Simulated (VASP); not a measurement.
A run of VASP 6.6.1:

Contents of INCAR:

```
  ALGO = Normal
  EDIFF = 1E-7
  ENCUT = 520
  GGA = PS
  ISIF = 2
  ISMEAR = 0
  ISPIN = 2
  LASPH = T
  LCHARG = F
  LORBIT = 11
  LREAL = Auto
  LWAVE = F
  MAGMOM = 0 0 0 0 0 0 0 0 0 0 0 0 0 0 0 0 0 0 1
  NBANDS = 57
  NELM = 150
  PREC = Accurate
  SIGMA = 0.02
```

The input KPOINTS:

```
k-points
0
Gamma
  2 2 1
```

POSCAR

```
C
1.0
    7.3980000000      0.0000000000      0.0000000000
   -3.6990000000      6.4068560000      0.0000000000
    0.0000000000      0.0000000000     12.0000000000
C
19
Direct
    0.0050652610      0.0014677936      0.0756921411
    0.2269733990      0.1118873968      0.0756681278
    0.0053414882      0.3337966567      0.0816757358
    0.2279060379      0.4447064658      0.0778365952
    0.0041526482      0.6686383497      0.0777048323
    0.2267065747      0.7795379205      0.0815698147
    0.3332790361     -0.0008327783      0.0835640698
    0.5561226451      0.1168831301      0.1081986209
    0.3378387838      0.3348352509      0.0768420915
    0.5608754471      0.4457703090      0.0754205014
    0.3388244966      0.6672410797      0.0815122215
    0.5584382064      0.7737740382      0.0833889763
    0.6758952821     -0.0035534665      0.1082703647
    0.8987610287      0.1141663402      0.0836970368
    0.6736339972      0.3395481086      0.0833270708
    0.8932223525      0.4460889685      0.0814439100
    0.6712146089      0.6675732645      0.0754233609
    0.8942340078      0.7785242594      0.0768050149
    0.6156913987      0.0565522125      0.2169589136
```

Potentials or basis: VASP PAW PBE potentials, release 64 (C).

Launch:

```console
$ cat potpaw_PBE.64/C/POTCAR > POTCAR
$ mpirun -np 1 vasp_std > vasp.out
```

Hardware: 1 thread of Intel(R) Xeon(R) Platinum 8488C (Sapphire Rapids), on a shared host.

Question: Estimate the wall time of this run.

Answer: Wall time 8.5 min on 1 thread of Intel(R) Xeon(R) Platinum 8488C (Sapphire Rapids), on a shared host, peak memory 0.85 GiB. Counts: scf iterations 28, k points 4.
